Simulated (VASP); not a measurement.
Write the native input for VASP 6.6.1 that does the following.

```
Task                   : single point
Functional             : r2SCAN
Potentials or basis    : VASP PAW PBE potentials, release 64 (Ge_d, W_sv)
Cutoff                 : 520 eV
k mesh                 : 8 × 8 × 8
Occupations            : fermi-dirac, width 0.1 eV
Spin                   : no spin polarisation
Dipole correction      : no
Further INCAR settings : ALGO = Normal; EDIFF = 1e-07
```

The system is Ge4W.

```
Ge W
1.0
     0.00000    0.00000    4.08065
     3.29048   -3.29048    2.04033
     3.29048    3.29048   -2.04033
Ge W
4 1
Direct
  0.40000 0.80000 0.60000
  0.20000 0.40000 0.80000
  0.60000 0.20000 0.40000
  0.80000 0.60000 0.20000
  0.00000 0.00000 0.00000
```

One way to write it, as run:

POSCAR

```
Ge4W
1.0
    0.0000000000      0.0000000000      4.0806511300
    3.2904776200     -3.2904776200      2.0403255600
    3.2904776200      3.2904776200     -2.0403255600
Ge W
4 1
Direct
    0.4000000000      0.8000000000      0.6000000000
    0.2000000000      0.4000000000      0.8000000000
    0.6000000000      0.2000000000      0.4000000000
    0.8000000000      0.6000000000      0.2000000000
    0.0000000000      0.0000000000      0.0000000000
```

INCAR.step1

```
PREC = Accurate
ENCUT = 520
ISMEAR = -5
SIGMA = 0.1
LREAL = False
LASPH = True
NELM = 100
LMAXMIX = 4
GGA = PE
ALGO = Normal
EDIFF = 1E-4
LWAVE = True
LCHARG = False
```

INCAR.step2

```
PREC = Accurate
ENCUT = 520
EDIFF = 1E-7
ISMEAR = -1
SIGMA = 0.1
LREAL = False
LASPH = True
NELM = 100
ALGO = Normal
ISIF = 2
LWAVE = False
LCHARG = False
LMAXMIX = 4
METAGGA = R2SCAN
LMIXTAU = True
LORBIT = 11
ISTART = 1
```

KPOINTS

```
Automatic mesh
0
Gamma
  8 8 8
```

Potentials or basis: VASP PAW PBE potentials, release 64 (Ge_d, W_sv).

Launch:

```bash
$ cat potpaw_PBE.64/Ge_d/POTCAR potpaw_PBE.64/W_sv/POTCAR > POTCAR
$ cp INCAR.step1 INCAR
$ mpirun -np 1 vasp_std > vasp.out
$ cp INCAR.step2 INCAR
$ mpirun -np 1 vasp_std > vasp.out
```

Results of the run:

* Pressure: -8.1 GPa
* Largest force: 0.633 eV/Å
* Band gap on the k mesh: zero (band 35 reaches 8.38 eV, above the bottom of band 36 at 7.01 eV)
* Valence electrons inside the program's atomic spheres: Ge 12.25; W 11.75

Caveat: the PAW data sets were made with another functional, which shifts forces and pressure a little; spin-orbit coupling is left out, which moves the levels of the heavy elements.

Wall time 12 min on 1 thread of Intel(R) Xeon(R) Platinum 8488C (Sapphire Rapids), with other jobs on the host, peak memory 0.38 GiB.
